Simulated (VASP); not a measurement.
# Zn (Im-3m) in VASP: single point with PBE

Aim: the single point of Zn with PBE.

All numbers are computed with VASP 6.6.1; they aren't measurements. Logs are shortened: lines on timing, memory, paths and dates and some standing lists are left out, and cuts for length are marked.

**1. The cell of the first run**

The structure is cubic, space group Im-3m (No. 229). Conventional cell: a = 3.044 Å, b = 3.044 Å, c = 3.044 Å, α = 90.00°, β = 90.00°, γ = 90.00°. Within 3.5 Å of Zn (site symmetry m-3m) lie 14 Zn at 2.64 to 3.04 Å.

This isn't the form of Zn at room conditions, which is hcp.

**2. Single point, PBE (strain -0.030 along x and y, -0.030 along z)**

Contents of INCAR:

```
SYSTEM = Zn
ALGO = Fast
EDIFF = 1E-6
ENCUT = 520
GGA = PE
ISIF = 2
ISMEAR = 0
LASPH = .True.
LCHARG = .False.
LREAL = .False.
LWAVE = .False.
NBANDS = 12
NELM = 60
PREC = Accurate
SIGMA = 0.15
```

Contents of KPOINTS:

```
k-points
0
Gamma
  22 22 22
  0 0 0
```

Contents of POSCAR:

```
Zn
1.0
   -1.5219658900      1.5219658900      1.5219658900
    1.5219658900     -1.5219658900      1.5219658900
    1.5219658900      1.5219658900     -1.5219658900
Zn
1
Direct
    0.0000000000      0.0000000000      0.0000000000
```

Potentials or basis: VASP PAW PBE potentials, release 64 (Zn).

The run is started by

```sh
cat potpaw_PBE.64/Zn/POTCAR > POTCAR
mpirun -np 1 vasp_std > vasp.out
```

OUTCAR:

```text
SYSTEM = Zn
   EDIFF = 1E-6
   ENCUT = 520
   GGA = PE
   ISIF = 2
   ISMEAR = 0
   LASPH = .True.
   LREAL = .False.
   NELM = 60
   PREC = Accurate

 ion  position               nearest neighbor table
   1  0.000  0.000  0.000-

  LATTYP: Found a body centered cubic cell.
 ALAT       =     3.0439317800

  Lattice vectors:

 A1 = (  -1.5219658900,   1.5219658900,   1.5219658900)
 A2 = (   1.5219658900,  -1.5219658900,   1.5219658900)
 A3 = (   1.5219658900,   1.5219658900,  -1.5219658900)

Analysis of symmetry for initial positions (statically):
=====================================================================
 Subroutine PRICEL returns:
 Original cell was already a primitive cell.

 Routine SETGRP: Setting up the symmetry group for a
 body centered cubic supercell.

 Subroutine GETGRP returns: Found 48 space group operations
 (whereof 48 operations were pure point group operations)
 out of a pool of 48 trial point group operations.

The static configuration has the point symmetry O_h .

Analysis of symmetry for dynamics (positions and initial velocities):
=====================================================================
 Subroutine PRICEL returns:
 Original cell was already a primitive cell.

 Routine SETGRP: Setting up the symmetry group for a
 body centered cubic supercell.

 Subroutine GETGRP returns: Found 48 space group operations
 (whereof 48 operations were pure point group operations)
 out of a pool of 48 trial point group operations.

The dynamic configuration has the point symmetry O_h .

 Subroutine INISYM returns: Found 48 space group operations
 (whereof 48 operations are pure point group operations),
 and found     1 'primitive' translations

----------------------------------------------------------------------------------------

                                     Primitive cell

  volume of cell :      14.1018

  direct lattice vectors                    reciprocal lattice vectors
    -1.521965890  1.521965890  1.521965890     0.000000000  0.328522474  0.328522474
     1.521965890 -1.521965890  1.521965890     0.328522474  0.000000000  0.328522474
     1.521965890  1.521965890 -1.521965890     0.328522474  0.328522474  0.000000000

  length of vectors
     2.636122249  2.636122249  2.636122249     0.464600939  0.464600939  0.464600939

  position of ions in fractional coordinates (direct lattice)
     0.000000000  0.000000000  0.000000000

  ion indices of the primitive-cell ions
   primitive index   ion index
                 1           1

----------------------------------------------------------------------------------------

 KPOINTS: k-points

Automatic generation of k-mesh.
 Grid dimensions read from file:
 generate k-points for:   22   22   22

 Generating k-lattice:

  Cartesian coordinates                     Fractional coordinates (reciprocal lattice)
     0.000000000  0.014932840  0.014932840     0.045454545  0.000000000  0.000000000
     0.014932840  0.000000000  0.014932840     0.000000000  0.045454545  0.000000000
     0.014932840  0.014932840  0.000000000     0.000000000  0.000000000  0.045454545

  Length of vectors
     0.021118224  0.021118224  0.021118224

  Shift w.r.t. Gamma in fractional coordinates (k-lattice)
     0.000000000  0.000000000  0.000000000

 Subroutine IBZKPT returns following result:
 ===========================================

 Found    328 irreducible k-points:

 Following reciprocal coordinates:
            Coordinates               Weight
  0.000000  0.000000  0.000000      1.000000
  0.045455  0.000000  0.000000     12.000000
  0.090909  0.000000  0.000000     12.000000
  0.136364  0.000000  0.000000     12.000000
  0.181818  0.000000  0.000000     12.000000
  0.227273  0.000000  0.000000     12.000000
[... 16 lines left out ...]
  0.090909  0.090909  0.000000     24.000000
  0.136364  0.090909 -0.000000     48.000000
 [... further k-points ...]
   k-points           NKPTS =    328   k-points in BZ     NKDIM =    328   number of bands    NBANDS=     12
   number of dos      NEDOS =    301   number of ions     NIONS =      1
   total plane-waves  NPLWV =   8000
   dimension x,y,z NGX =    20 NGY =   20 NGZ =   20
   dimension x,y,z NGXF=    40 NGYF=   40 NGZF=   40
   ions per type =               1
   NGX,Y,Z   is equivalent  to a cutoff of  12.61, 12.61, 12.61 a.u.
   NGXF,Y,Z  is equivalent  to a cutoff of  25.23, 25.23, 25.23 a.u.
 SYSTEM =  Zn
   PREC   = accura    normal or accurate (medium, high low for compatibility)
   ISTART =      0    job   : 0-new  1-cont  2-samecut
   ICHARG =      2    charge: 1-file 2-atom 10-const
   ISPIN  =      1    spin polarized calculation?
   LNONCOLLINEAR =      F non collinear calculations
   LSORBIT =      F    spin-orbit coupling
   LASPH  =      T    aspherical Exc in radial PAW
   ENCUT  =  520.0 eV  38.22 Ry    6.18 a.u.   4.90  4.90  4.90*2*pi/ulx,y,z
   NELM   =     60;   NELMIN=  2; NELMDL= -5     # of ELM steps
   EDIFF  = 0.1E-05   stopping-criterion for ELM
   LREAL  =      F    real-space projection
   EDIFFG = 0.1E-04   stopping-criterion for IOM
   NSW    =      0    number of steps for IOM
   IBRION =     -1    ionic relax: 0-MD 1-quasi-New 2-CG
   NFREE  =      0    steps in history (QN), initial steepest desc. (CG)
   ISIF   =      2    stress and relaxation
   ISYM   =      2    0-nonsym 1-usesym 2-fastsym
   POTIM  = 0.5000    time-step for ionic-motion
   TEBEG  =    0.0;   TEEND  =   0.0 temperature during run
   PSTRESS=    0.0 pullay stress
   NELECT =      12.0000    total number of electrons
   NUPDOWN=      -1.0000    fix difference up-down
   EMIN   =  10.00;   EMAX   =-10.00  energy-range for DOS
   EFERMI =   0.00;   METHOD = LEGACY
   ISMEAR =     0;   SIGMA  =   0.15  broadening in eV -4-tet -1-fermi 0-gaus
   EFERMI_NEDOS =   21; number of points for ismear=-14 and -15
   IALGO  =     68    algorithm
   IMIX   =      4    mixing-type and parameters
     AMIX     =   0.40;   BMIX     =  1.00
     AMIX_MAG =   1.60;   BMIX_MAG =  1.00
  volume/ion in A,a.u.               =      14.10        95.16
  Fermi-wavevector in a.u.,A,eV,Ry     =   1.551352  2.931630 32.745044  2.406693
  Thomas-Fermi vector in A             =   2.655884
   LORBIT       =      0    0 simple, 1 ext, 2 COOP (PROOUT), +10 PAW based schemes
   GGA     = PE    functional components
   LHFCALC =     F    Hartree Fock is set to
   AEXX    =    0.0000 exact exchange contribution
   IVDW    =     0    specifies the selected vdW correction
   LEPSILON=     F    determine dielectric tensor
   LRPA    =     F    only Hartree local field effects (RPA)
 non-spin polarized calculation
 RMM-DIIS sequential band-by-band and
 Gauss-broadening in eV      SIGMA  =   0.15
  energy-cutoff  :      520.00
  volume of cell :       14.10
 maximum number of plane-waves:       390
   NGX =  9   NGY =  9   NGZ =  9

 number of electron      11.9999977 magnetization

 Free energy of the ion-electron system (eV)
  ---------------------------------------------------
  ext. energy  EPLUGINS =         0.00000000
  ---------------------------------------------------
  free energy    TOTEN  =        -0.99633872 eV

  energy without entropy =       -0.99201142  energy(sigma->0) =       -0.99417507

 E-fermi :   3.8936     XC(G=0): -11.9676

 val. band max:        3.8686153127   @ k =  -0.4545   0.4545   0.0455
 cond. band min:       3.9118099595   @ k =  -0.4545   0.5000   0.2727
 fundamental gap:      0.0431946469
 Fermi energy:         3.8935669863

 k-point     1 :       0.0000    0.0000    0.0000
  band No.  band energies     occupation
      1      -7.3260      2.00000
      2      -4.2561      2.00000
      3      -4.2561      2.00000
      4      -4.2561      2.00000
      5      -3.6727      2.00000
      6      -3.6727      2.00000
      7      24.3047      0.00000
      8      24.3047      0.00000
      9      24.3047      0.00000
     10      25.2949      0.00000
     11      25.2949      0.00000
     12      25.2949      0.00000

 k-point     2 :       0.0455    0.0000    0.0000
  band No.  band energies     occupation
      1      -7.2563      2.00000
      2      -4.2634      2.00000
      3      -4.2546      2.00000
      4      -4.2381      2.00000
      5      -3.6799      2.00000
      6      -3.6723      2.00000
      7      23.0413      0.00000
      8      23.6621      0.00000
      9      23.8884      0.00000
     10      24.6646      0.00000
     11      24.7662      0.00000
     12      25.1538      0.00000

 k-point     3 :       0.0909    0.0000    0.0000
  band No.  band energies     occupation
      1      -7.0492      2.00000
      2      -4.2849      2.00000
      3      -4.2502      2.00000
      4      -4.1854      2.00000
      5      -3.6989      2.00000
      6      -3.6708      2.00000
      7      20.6341      0.00000
      8      22.4746      0.00000
      9      22.8706      0.00000
     10      23.8764      0.00000
     11      24.1592      0.00000
     12      25.2834      0.00000
[... 286 lines left out ...]
 k-point    23 :       0.0909    0.0909    0.0000
  band No.  band energies     occupation
      1      -6.5136      2.00000
      2      -4.3127      2.00000
      3      -4.2809      2.00000
      4      -4.0298      2.00000
      5      -3.7418      2.00000
      6      -3.6590      2.00000
      7      18.2959      0.00000
      8      18.3389      0.00000
      9      20.8356      0.00000
     10      23.9775      0.00000
     11      24.4686      0.00000
     12      25.9189      0.00000

 k-point    24 :       0.1364    0.0909   -0.0000
  band No.  band energies     occupation
      1      -6.0742      2.00000
      2      -4.3475      2.00000
      3      -4.2829      2.00000
      4      -3.8965      2.00000
      5      -3.7645      2.00000
      6      -3.6454      2.00000
      7      15.9327      0.00000
      8      17.3080      0.00000
      9      19.8493      0.00000
     10      23.4903      0.00000
     11      24.6481      0.00000
     12      26.0700      0.00000

 [... further k-points ...]

------------------------ aborting loop because EDIFF is reached ----------------------------------------

  FORCE on cell =-STRESS in cart. coord.  units (eV):
  Direction    XX          YY          ZZ          XY          YZ          ZX
  --------------------------------------------------------------------------------------
  -------------------------------------------------------------------------------------
  Total        0.6609681      0.6609681      0.6609681      0.0000000      0.0000000     -0.0000000
  in kB       75.0959157     75.0959157     75.0959157      0.0000000      0.0000000     -0.0000000
  external PRESSURE =      75.0959157 kB  Pullay stress =       0.0000000 kB

 VOLUME and BASIS-vectors are now :
 -----------------------------------------------------------------------------
  energy-cutoff  :      520.00
  volume of cell :       14.10
      direct lattice vectors                 reciprocal lattice vectors
    -1.521965890  1.521965890  1.521965890     0.000000000  0.328522474  0.328522474
     1.521965890 -1.521965890  1.521965890     0.328522474  0.000000000  0.328522474
     1.521965890  1.521965890 -1.521965890     0.328522474  0.328522474  0.000000000

 POSITION                                       TOTAL-FORCE (eV/Angst)
 -----------------------------------------------------------------------------------
      0.00000      0.00000      0.00000         0.000000      0.000000      0.000000
 -----------------------------------------------------------------------------------
    total drift:                                0.000000     -0.000000      0.000000

  FREE ENERGIE OF THE ION-ELECTRON SYSTEM (eV)
  ---------------------------------------------------
  free  energy   TOTEN  =        -0.9963387226 eV

  energy  without entropy=       -0.9920114171  energy(sigma->0) =       -0.99417507
```

Wall time 69 s (1 thread of Intel Xeon 8259CL, shared host); peak memory 0.16 GiB.

What came out:

```
Free energy            : -0.9963 eV
Pressure               : 7.5 GPa
Band gap on the k mesh : zero (bands 6 and 7 overlap by 5.17 eV)
```

Levels at points of the mesh, in eV from the Fermi level:
| k point | band 4 | band 5 | band 6 | band 7 | band 8 | band 9 |
| --- | --- | --- | --- | --- | --- | --- |
| (0.00, 0.00, 0.00) | -8.15 | -7.57 | -7.57 | 20.41 | 20.41 | 20.41 |
| (0.50, 0.00, 0.00) | -7.53 | -7.17 | -3.15 | -0.94 | 11.93 | 13.18 |
| (0.50, 0.50, 0.50) | -7.27 | -7.27 | 4.22 | 4.22 | 4.22 | 8.45 |

Caveat: the cell differs from its parent crystal (strain -0.030 along x and y, -0.030 along z); the cell stands under pressure.
